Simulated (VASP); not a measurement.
# CdSe (P1) in VASP: single point with r2SCAN

Aim: the single point of CdSe with r2SCAN.

All numbers are computed with VASP 6.6.1; they aren't measurements. Logs are shortened: lines on timing, memory, paths and dates and some standing lists are left out, and cuts for length are marked.

## 1. The cell of the first run

The typed cell holds 16 atoms: a = 8.681 Å, b = 8.681 Å, c = 7.077 Å, α = 90.00°, β = 90.00°, γ = 120.00°.

## 2. Single point, r2SCAN

File POSCAR:

```
CdSe
1.0
    8.6814473318     -0.0000000001      0.0000000000
   -4.3407236658      7.5183539309      0.0000000000
    0.0000000000      0.0000000000      7.0766459782
Cd Se
8 8
Direct
    0.1656511697      0.3343762509     -0.0028715581
    0.3363689458      0.1656217586      0.4986868088
    0.1693448158      0.8379552303      0.0010432909
    0.3334183980      0.6634682333      0.5019434363
    0.6712864981      0.3360200947     -0.0002228457
    0.8343988960      0.1681164536      0.4986465355
    0.6635196576      0.8309667325     -0.0054347780
    0.8312667091      0.6677815445      0.5034801813
    0.1636739352      0.3315179124      0.3730874779
    0.3299531345      0.1620802919      0.8704735293
    0.1695341190      0.8379679991      0.3797816096
    0.3348612980      0.6654198573      0.8703884607
    0.6652581110      0.3304726038      0.3841164315
    0.8292492792      0.1641251544      0.8721628889
    0.6652257133      0.8287373882      0.3772436841
    0.8347638777      0.6735488974      0.8778648839
```

File INCAR.step1:

```
PREC     = Accurate       # precision mode
ENCUT    = 520            # plane-wave cutoff, eV
ISMEAR   = -1             # smearing method
SIGMA    = 0.086          # smearing width, eV
LREAL    = Auto         
LASPH    = T              # aspherical terms in the spheres
NELM     = 100            # most SCF steps
NBANDS   = 86             # bands
GGA      = PE             # functional
ALGO     = Normal         # electronic algorithm
EDIFF    = 1E-4           # SCF threshold, eV
LWAVE    = T              # write WAVECAR
LCHARG   = F              # write CHGCAR
```

File INCAR.step2:

```
PREC     = Accurate       # precision mode
ENCUT    = 520            # plane-wave cutoff, eV
EDIFF    = 1E-7           # SCF threshold, eV
ISMEAR   = -1             # smearing method
SIGMA    = 0.086          # smearing width, eV
LREAL    = Auto         
LASPH    = T              # aspherical terms in the spheres
NELM     = 100            # most SCF steps
ALGO     = Normal         # electronic algorithm
ISIF     = 2              # what is computed and relaxed
LWAVE    = F              # write WAVECAR
LCHARG   = F              # write CHGCAR
METAGGA  = R2SCAN         # meta-GGA
LMIXTAU  = T            
NBANDS   = 86             # bands
ISTART   = 1
```

File KPOINTS:

```
Automatic mesh
0
Gamma
  3 3 2
```

Potentials or basis: VASP PAW PBE potentials, release 64 (Cd, Se).

Launch:

```console
$ cat potpaw_PBE.64/Cd/POTCAR potpaw_PBE.64/Se/POTCAR > POTCAR
$ cp INCAR.step1 INCAR
$ mpirun -np 1 vasp_std > vasp.out
$ cp INCAR.step2 INCAR
$ mpirun -np 1 vasp_std > vasp.out
```

OUTCAR:

```text
PREC = Accurate
   ENCUT = 520
   EDIFF = 1E-7
   ISMEAR = -1
   LREAL = Auto
   LASPH = T
   NELM = 100
   ISIF = 2
   METAGGA = R2SCAN
   ISTART = 1

 ion  position               nearest neighbor table
   1  0.166  0.334  0.997-  12 2.65   9 2.66  14 2.68  10 2.68
   2  0.336  0.166  0.499-  13 2.60  11 2.60  10 2.63   9 2.70
   3  0.169  0.838  0.001-  10 2.61  16 2.66  11 2.68  12 2.70
   4  0.333  0.663  0.502-  12 2.61  15 2.65   9 2.66  11 2.69
   5  0.671  0.336  1.000-  14 2.64  16 2.68  13 2.72  10 2.72
   6  0.834  0.168  0.499-  13 2.62   9 2.63  14 2.64  15 2.69
[... 8 lines left out ...]
  15  0.665  0.829  0.377-   8 2.62   4 2.65   6 2.69   7 2.71
  16  0.835  0.674  0.878-   7 2.61   8 2.65   3 2.66   5 2.68

  LATTYP: Found a hexagonal cell.
 ALAT       =     8.6814473318
 C/A-ratio  =     0.8151458746

  Lattice vectors:

 A1 = (   8.6814473318,  -0.0000000001,   0.0000000000)
 A2 = (  -4.3407236658,   7.5183539309,   0.0000000000)
 A3 = (   0.0000000000,   0.0000000000,   7.0766459782)

Analysis of symmetry for initial positions (statically):
=====================================================================
 Subroutine PRICEL returns:
 Original cell was already a primitive cell.

 Routine SETGRP: Setting up the symmetry group for a
 hexagonal supercell.

 Subroutine GETGRP returns: Found  1 space group operations
 (whereof  1 operations were pure point group operations)
 out of a pool of 24 trial point group operations.

The static configuration has the point symmetry C_1 .

Analysis of symmetry for dynamics (positions and initial velocities):
=====================================================================
 Subroutine PRICEL returns:
 Original cell was already a primitive cell.

 Routine SETGRP: Setting up the symmetry group for a
 hexagonal supercell.

 Subroutine GETGRP returns: Found  1 space group operations
 (whereof  1 operations were pure point group operations)
 out of a pool of 24 trial point group operations.

The dynamic configuration has the point symmetry C_1 .

 Subroutine INISYM returns: Found  1 space group operations
 (whereof  1 operations are pure point group operations),
 and found     1 'primitive' translations

[... 107 lines left out ...]
   EDIFF  = 0.1E-06   stopping-criterion for ELM
   LREAL  =      T    real-space projection
   EDIFFG = 0.1E-05   stopping-criterion for IOM
   NSW    =      0    number of steps for IOM
   IBRION =     -1    ionic relax: 0-MD 1-quasi-New 2-CG
   NFREE  =      0    steps in history (QN), initial steepest desc. (CG)
   ISIF   =      2    stress and relaxation
   ISYM   =      2    0-nonsym 1-usesym 2-fastsym
   POTIM  = 0.5000    time-step for ionic-motion
   TEBEG  =    0.0;   TEEND  =   0.0 temperature during run
   PSTRESS=    0.0 pullay stress
   NELECT =     144.0000    total number of electrons
   NUPDOWN=      -1.0000    fix difference up-down
   EMIN   =  10.00;   EMAX   =-10.00  energy-range for DOS
   EFERMI =   0.00;   METHOD = LEGACY
   ISMEAR =    -1;   SIGMA  =   0.09  broadening in eV -4-tet -1-fermi 0-gaus
   EFERMI_NEDOS =   21; number of points for ismear=-14 and -15
   IALGO  =     38    algorithm
   IMIX   =      4    mixing-type and parameters
     AMIX     =   0.40;   BMIX     =  1.00
     AMIX_MAG =   1.60;   BMIX_MAG =  1.00
  volume/ion in A,a.u.               =      28.87       194.81
  Fermi-wavevector in a.u.,A,eV,Ry     =   1.110064  2.097718 16.765686  1.232243
  Thomas-Fermi vector in A             =   2.246612
   LORBIT       =      0    0 simple, 1 ext, 2 COOP (PROOUT), +10 PAW based schemes
   METAGGA = R2SCAN    functional components
   LHFCALC =     F    Hartree Fock is set to
   AEXX    =    0.0000 exact exchange contribution
   IVDW    =     0    specifies the selected vdW correction
   LEPSILON=     F    determine dielectric tensor
   LRPA    =     F    only Hartree local field effects (RPA)
 non-spin polarized calculation
  energy-cutoff  :      520.00
  volume of cell :      461.89
 maximum number of plane-waves:     12468
 NGX is ok and might be reduce to    70
   NGX = 33   NGY = 33   NGZ = 27

 number of electron     144.0000002 magnetization

 Free energy of the ion-electron system (eV)
  ---------------------------------------------------
  ext. energy  EPLUGINS =         0.00000000
  ---------------------------------------------------
  free energy    TOTEN  =      -287.22470176 eV

  energy without entropy =     -287.22419396  energy(sigma->0) =     -287.22444786

 E-fermi :   1.0483     XC(G=0):  -9.2959

 val. band max:        0.4473339757   @ k =   0.0000   0.0000   0.0000
 cond. band min:       1.5363475795   @ k =   0.0000   0.0000   0.0000
 fundamental gap:      1.0890136038
 Fermi energy:         1.0482584943

 k-point     1 :       0.0000    0.0000    0.0000
  band No.  band energies     occupation
      1     -12.4448      2.00000
      2     -12.1362      2.00000
      3     -12.1022      2.00000
      4     -12.0766      2.00000
      5     -12.0370      2.00000
      6     -11.9940      2.00000
[... 859 lines left out ...]
     83       5.8234      0.00000
     84       5.8610      0.00000
 [bands above 84 left out]

------------------------ aborting loop because EDIFF is reached ----------------------------------------

  FORCE on cell =-STRESS in cart. coord.  units (eV):
  Direction    XX          YY          ZZ          XY          YZ          ZX
  --------------------------------------------------------------------------------------
  -------------------------------------------------------------------------------------
  Total        0.9336157      1.0464899      0.7655802     -0.0056491     -0.2901854     -0.2290254
  in kB        3.2384436      3.6299719      2.6555771     -0.0195949     -1.0065696     -0.7944230
  external PRESSURE =       3.1746642 kB  Pullay stress =       0.0000000 kB

 VOLUME and BASIS-vectors are now :
 -----------------------------------------------------------------------------
  energy-cutoff  :      520.00
  volume of cell :      461.89
      direct lattice vectors                 reciprocal lattice vectors
     8.681447332 -0.000000000  0.000000000     0.115188166  0.066503919  0.000000000
    -4.340723666  7.518353931  0.000000000     0.000000000  0.133007838  0.000000000
     0.000000000  0.000000000  7.076645978     0.000000000  0.000000000  0.141309881

 POSITION                                       TOTAL-FORCE (eV/Angst)
 -----------------------------------------------------------------------------------
     -0.01334      2.51396      7.05632         0.031502     -0.144127     -0.022087
      2.20125      1.24520      3.52903        -0.280809      0.118392     -0.017375
     -2.16717      6.30004      0.00738         0.090402     -0.219780      0.119419
      0.01462      4.98819      3.55208        -0.107705      0.043894     -0.277553
      4.36917      2.52632      7.07507        -0.235728     -0.003124      0.096525
      6.51404      1.26396      3.52874         0.042977     -0.238816     -0.047275
[... 8 lines left out ...]
      2.17780      6.23074      2.66962        -0.127236      0.237083     -0.230855
      4.32327      5.06398      6.21234         0.250161     -0.322505      0.045622
 -----------------------------------------------------------------------------------
    total drift:                               -0.000751      0.001526      0.004983

  FREE ENERGIE OF THE ION-ELECTRON SYSTEM (eV)
  ---------------------------------------------------
  free  energy   TOTEN  =      -287.2247017633 eV

  energy  without entropy=     -287.2241939568  energy(sigma->0) =     -287.22444786
```

OUTCAR.step1:

```text
PREC = Accurate
   ENCUT = 520
   ISMEAR = -1
   LREAL = Auto
   LASPH = T
   NELM = 100
[... 1121 lines left out ...]
      4.36917      2.52632      7.07507        -0.237399     -0.000337      0.103228
      6.51404      1.26396      3.52874         0.043249     -0.239122     -0.045183
[... 8 lines left out ...]
      2.17780      6.23074      2.66962        -0.127366      0.239156     -0.236013
      4.32327      5.06398      6.21234         0.248861     -0.312009      0.041618
 -----------------------------------------------------------------------------------
    total drift:                               -0.001001      0.001572      0.004569

  FREE ENERGIE OF THE ION-ELECTRON SYSTEM (eV)
  ---------------------------------------------------
  free  energy   TOTEN  =       -43.7813982386 eV

  energy  without entropy=      -43.7761262604  energy(sigma->0) =      -43.77876225
```

Run time: 21 min. Hardware: 1 thread of Intel Xeon 6975P-C (Granite Rapids), shared host; peak memory 0.77 GiB.

Results:

- Free energy: -287.2247 eV
- Pressure: 0.3 GPa
- Largest force: 0.548 eV/Å
- Band gap on the k mesh: 1.09 eV

Forces on the atoms (eV/Å):
```
Cd   0.032 -0.144 -0.022
Cd  -0.281  0.118 -0.017
Cd   0.090 -0.220  0.119
Cd  -0.108  0.044 -0.278
Cd  -0.236 -0.003  0.097
Cd   0.043 -0.239 -0.047
Cd  -0.049  0.125  0.301
Cd   0.209 -0.040 -0.072
Se   0.182  0.016 -0.011
Se   0.106  0.442  0.273
Se  -0.012 -0.434 -0.186
Se  -0.296  0.006  0.315
Se   0.078  0.307 -0.447
Se   0.118  0.107  0.162
Se  -0.127  0.237 -0.231
Se   0.250 -0.323  0.046
```

Levels at points of the mesh, in eV from the valence-band top:
```tsv
k point	band 69	band 70	band 71	band 72	band 73	band 74	band 75	band 76
(0.00, 0.00, 0.00)	-0.69	-0.04	0.00	0.00	1.09	2.63	3.51	3.61
(0.00, 0.00, 0.50)	-0.43	-0.41	-0.35	-0.35	2.75	2.79	3.24	3.27
```

Caveat: the k points lie up to 0.44 Å⁻¹ apart; the atoms stand as in a frame of molecular dynamics; the PAW data sets were made with another functional, which shifts forces and pressure a little.
